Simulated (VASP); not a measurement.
A run of VASP 6.6.1 is set up as follows.

The input INCAR:

```
ALGO = Normal ; DIPOL = 0.5 0.5 0.500
EDIFF = 1E-7 ; ENCUT = 520
GGA = PE ; IDIPOL = 3
ISIF = 2 ; ISMEAR = -1
LASPH = T ; LCHARG = T
LDIPOL = T ; LELF = T
LREAL = F ; LVACPOTAV = T
LVHAR = T ; LWAVE = F
NBANDS = 59 ; NELM = 100
PREC = Accurate ; SIGMA = 0.1
```

File KPOINTS:

```
k-points
0
Gamma
  12 9 1
```

The input POSCAR:

```
PdRh6
1.0
    2.7095956933      0.0000000000      0.0000000000
    0.0000000000      3.8319469780      0.0000000000
    0.0000000000      0.0000000000     24.1288000000
Pd Rh
1 6
Direct
    0.0000000000      0.0000000000      0.3363521863
    0.5000000000      0.5000000000      0.3863735048
    0.0000000000      0.0000000000      0.4447619560
    0.5000000000      0.5000000000      0.4999999996
    0.0000000000      0.0000000000      0.5552380436
    0.5000000000      0.5000000000      0.6136264961
    0.0000000000      0.0000000000      0.6636478136
```

Potentials or basis: VASP PAW PBE potentials, release 64 (Pd, Rh_pv).

Run with:

```console
$ cat potpaw_PBE.64/Pd/POTCAR potpaw_PBE.64/Rh_pv/POTCAR > POTCAR
$ mpirun -np 1 vasp_std > vasp.out
```

Task: Predict the band gap on the k mesh.

Result: Zero (band 50 reaches 2.19 eV, above the bottom of band 51 at 1.28 eV).

Task: Predict the largest force.

Result: 1.004 eV/Å.

Forces on the atoms (eV/Å):
```
Pd   0.000  0.000 -1.004
Rh   0.000  0.000  0.895
Rh   0.000  0.000  0.318
Rh   0.000  0.000 -0.162
Rh   0.000  0.000  0.028
Rh   0.000  0.000 -0.013
Rh   0.000  0.000 -0.062
```
